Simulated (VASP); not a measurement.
Here is a VASP 6.6.1 calculation.

Contents of INCAR:

```
ALGO     = Normal         # electronic algorithm
EDIFF    = 1E-6           # SCF threshold, eV
ENCUT    = 600            # plane-wave cutoff, eV
GGA      = PE             # functional
GGA_COMPAT= False        
ISIF     = 2              # what is computed and relaxed
ISMEAR   = 0              # smearing method
LASPH    = True           # aspherical terms in the spheres
LCHARG   = False          # write CHGCAR
LREAL    = False          # projectors in reciprocal space
LWAVE    = False          # write WAVECAR
NBANDS   = 44             # bands
NELM     = 120            # most SCF steps
PREC     = Accurate       # precision mode
SIGMA    = 0.2            # smearing width, eV
```

The input KPOINTS:

```
k-points
0
Gamma
  5 5 3
```

File POSCAR:

```
Cu5Mo
1.0
    4.1161190301      0.0000000000      0.0000000000
   -2.0580595151      3.5646636451      0.0000000000
    0.0000000000      0.0000000000      6.9011654905
Cu Mo
5 1
Direct
    0.0000000000      0.0000000000      0.1689573879
    0.0000000000      0.0000000000      0.8310426121
    0.6666666667      0.3333333333      0.3102957827
    0.6666666667      0.3333333333      0.6897042173
    0.0000000000      0.0000000000      0.5000000000
    0.3333333333      0.6666666667      0.5000000000
```

Potentials or basis: VASP PAW PBE potentials, release 64 (Cu, Mo_sv).

The run is started by

```bash
$ cat potpaw_PBE.64/Cu/POTCAR potpaw_PBE.64/Mo_sv/POTCAR > POTCAR
$ mpirun -np 1 vasp_std > vasp.out
```

(1) Estimate the pressure.

(2) What does it give for the largest force?

Results:

(1) 1.2 GPa.

(2) 0.054 eV/Å.
